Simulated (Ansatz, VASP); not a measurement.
## One calculation of Ga2BSb3, two programs

File INCAR:

```
SYSTEM = Ga2BSb3
PREC = Accurate
ENCUT = 600
EDIFF = 1E-7
ISMEAR = 0
SIGMA = 0.1
LREAL = .FALSE.
LASPH = .TRUE.
NELM = 80
ALGO = Normal
ISIF = 3
LWAVE = .FALSE.
LCHARG = .FALSE.
GGA = PE
IBRION = 2
NSW = 100
EDIFFG = -0.01
```

File KPOINTS:

```
regular mesh
0
G
  12 12 6
  0 0 0
```

POSCAR

```
Ga2BSb3
1.0
    5.1068436857      0.0000000000      0.0000000000
   -2.5534218429      4.4226563650      0.0000000000
    0.0000000000      0.0000000000      6.0086519297
Ga B Sb
2 1 3
Direct
    0.6666666667      0.3333333333      0.2354831122
    0.6666666667      0.3333333333      0.7645168878
    0.0000000000      0.0000000000      0.0000000000
    0.0000000000      0.0000000000      0.5000000000
    0.3333333333      0.6666666667      0.0000000000
    0.3333333333      0.6666666667      0.5000000000
```

Input for Ansatz:

```yaml
crystal:
  lattice:
    - [5.1068436857, 0.0, 0.0]
    - [-2.5534218429, 4.422656365, 0.0]
    - [0.0, 0.0, 6.0086519297]
  atoms:
    - { symbol: Ga, position: [0.6666666667, 0.3333333333, 0.2354831122] }
    - { symbol: Ga, position: [0.6666666667, 0.3333333333, 0.7645168878] }
    - { symbol: B, position: [0.0, 0.0, 0.0] }
    - { symbol: Sb, position: [0.0, 0.0, 0.5] }
    - { symbol: Sb, position: [0.3333333333, 0.6666666667, 0.0] }
    - { symbol: Sb, position: [0.3333333333, 0.6666666667, 0.5] }
basis:
  ecutwfc: 420
kpoints:
  mp_grid: { grid: [12, 12, 6] }
hamiltonian:
  xc: pbe
scf:
  occupations: { method: gaussian, width: 0.1 }
output:
  forces: true
  stress: true
  eigenvalues: true
  write_density: true
  write_potential: true
  elf: true
  volumetric_format: npy
relax:
  adjacent_minimum: "off"
  f_tol: 0.01
  max_steps: 80
  cell: { stress_tol: 0.05 }
```

Change from the starting cell: species swapped into the La2Al3Ge type (P-6m2, No. 187).

Alike in both runs: task relaxation of cell and atoms; functional PBE; k mesh 12 × 12 × 6; occupations gaussian, width 0.1 eV; no spin polarisation.

|  | VASP | Ansatz |
| --- | --- | --- |
| version | VASP 6.6.1 | Ansatz 0.2.0 |
| potentials or method | VASP PAW PBE potentials, release 64 (Ga_d, B, Sb), cutoff 600 eV | scalar-relativistic, plane waves, PAW |
| valence electrons in the cell | 44 | 74 |

Ansatz gave:

* gap on the k mesh at the Fermi level, each at its own relaxed structure (eV): none
* relaxed volume (Å³/atom): 22.62
* relaxed cell length with the largest relative difference (Å): 5.951

Question: Estimate VASP's values.

Answer: gap on the k mesh at the Fermi level, each at its own relaxed structure (eV): none; relaxed volume (Å³/atom): 22.64; relaxed cell length with the largest relative difference (Å): 5.954.

A gap of «none» marks a metal or a gap that the smearing closes. VASP's potentials hold 44 valence electrons a cell and Ansatz's 74, so a difference there can come from the potentials and not from the codes.

Neither program's run includes spin-orbit coupling. Noted on VASP's run: too few bands were computed for a metal, which touches its energy and stress.
